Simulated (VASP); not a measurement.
**CuO: single point with LDA+U**

The system is CuO.

```
Cu O
1.0
     2.34465   -1.71340    0.00000
     2.34465    1.71340    0.00000
    -0.86055    0.00000    5.05944
Cu O
2 2
Cartesian
  1.1723 0.8457 0.0000
  0.7420 -0.8457 2.5297
  2.0724 -0.2841 1.2836
  1.6421 0.2841 3.8133
```

```json
{
  "Program": "VASP 6.6.1",
  "Task": "single point",
  "Functional": "LDA",
  "Potentials or basis": "VASP PAW LDA potentials, release 64 (Cu_sv_GW, O)",
  "Cutoff": "820 eV",
  "k mesh": "7 × 7 × 4",
  "Occupations": "gaussian, width 0.05 eV",
  "Spin": "no spin polarisation",
  "Hubbard terms": "Cu d U = 8.0 eV"
}
```

The pressure is -11.4 GPa, the largest force is 0.699 eV/Å and the band gap on the k mesh is zero (bands 25 and 26 overlap by 0.83 eV).

Forces on the atoms (eV/Å):
```
Cu  -0.536  0.274  0.211
Cu  -0.536 -0.274  0.211
O    0.536  0.396 -0.211
O    0.536 -0.396 -0.211
```

Stress tensor (GPa, compression positive):
```
-11.51   0.00   0.01
  0.00  -8.89   0.00
  0.01   0.00 -13.81
```

Levels at points of the mesh, in eV from the Fermi level:
```
           k point  band 22  band 23  band 24  band 25  band 26  band 27  band 28  band 29
(0.00, 0.00, 0.00)    -2.63    -2.61    -2.21     0.25     0.99     1.93     6.49     8.40
(0.00, 0.00, 0.50)    -3.22    -1.88    -1.88     0.36     0.36     4.19     4.19    11.98
```

Eigenvalues of the final occupation matrices:
```csv
site,spin,trace,eigenvalues
site 1 d,1,4.53,0.76 0.93 0.95 0.95 0.95
site 1 d,2,4.53,0.76 0.93 0.95 0.95 0.95
site 2 d,1,4.53,0.76 0.93 0.95 0.95 0.95
site 2 d,2,4.53,0.76 0.93 0.95 0.95 0.95
```

It took 2.3 min on 1 thread of AMD EPYC 7R13 Processor (Zen 3), with other jobs on the host, peak memory 0.24 GiB.

Caveat: the cell stands under tension; U without spin polarisation on a metal has little footing.
